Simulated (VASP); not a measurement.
CO2:

```
CELL_PARAMETERS angstrom
2.64290 -2.37988 0.00000
2.64290 2.37988 0.00000
0.00000 0.00000 6.42703
ATOMIC_POSITIONS crystal
C 0.00000 0.00000 0.00000
C 0.50000 0.50000 0.50000
O 0.80373 0.19627 0.89287
O 0.19627 0.80373 0.10713
O 0.69627 0.30373 0.39287
O 0.30373 0.69627 0.60713
```

Base run:

- Program: VASP 6.6.1
- Functional: PBE
- Potentials or basis: VASP PAW PBE potentials, release 64 (C, O)
- Cutoff: 520 eV
- k mesh: 6 × 6 × 4
- Occupations: gaussian, width 0.01 eV
- Spin: no spin polarisation

Its results: band gap on the k mesh 6.68 eV, indirect (least direct gap 7.24 eV); pressure 6.7 GPa; largest force 1.437 eV/Å.

The run is repeated on the same cell with these changes: functional from PBE to PBE-based screened hybrid; k mesh from 6 × 6 × 4 to 4 × 4 × 2. What comes out?

Band gap on the k mesh 13.91 eV, indirect (least direct gap 14.65 eV); pressure -9.8 GPa; largest force 3.291 eV/Å.

Several settings changed at once, so the effect can't be laid on one alone.

Caveats: some runs use coarse meshes; forces of over 1 eV/Å act on the atoms, so gaps and moduli don't describe the material at rest (some runs); the PAW data sets were made with another functional, which shifts forces and pressure a little (some runs).

A k mesh can miss the band edges.
